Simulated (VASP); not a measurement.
Input of a VASP 6.6.1 run:

INCAR

```
SYSTEM = Co
PREC = Accurate
ENCUT = 520
EDIFF = 1E-6
ISMEAR = -1
SIGMA = 0.1
LREAL = .FALSE.
LASPH = .TRUE.
NELM = 150
ALGO = Normal
ISIF = 2
LWAVE = .FALSE.
LCHARG = .FALSE.
ISPIN = 2
MAGMOM = 1.7 1.7 1.7 1.7 1.7 1.7
LORBIT = 11
LMAXMIX = 4
LDIPOL = .TRUE.
IDIPOL = 3
DIPOL = 0.5 0.5 0.500
GGA = PS
NBANDS = 40
```

Contents of KPOINTS:

```
Automatic mesh
0
G
  15 9 1
  0 0 0
```

Contents of POSCAR:

```
Co
1.0
    2.4563951624      0.0000000000      0.0000000000
    0.0000000000      3.9720894594      0.0000000000
    0.0000000000      0.0000000000     20.9637000000
Co
6
Direct
    0.7500000000      0.7500000000      0.3857019206
    0.2500000000      0.2500000000      0.4144177435
    0.2500000000      0.7500000000      0.4836572039
    0.7500000000      0.2500000000      0.5163428107
    0.7500000000      0.7500000000      0.5855822587
    0.2500000000      0.2500000000      0.6142980625
```

Potentials or basis: VASP PAW PBE potentials, release 64 (Co).

The run is started by

```console
$ cat potpaw_PBE.64/Co/POTCAR > POTCAR
$ mpirun -np 1 vasp_std > vasp.out
```

(1) What does it give for the net moment?

(2) Estimate the largest force.

(3) Predict the site moments.

Answers

(1) 10.06 μB per cell.

(2) 0.033 eV/Å.

(3) Co +1.76, +1.63 (each value once) μB.

Caveat: the PAW data sets were made with another functional, which shifts forces and pressure a little.
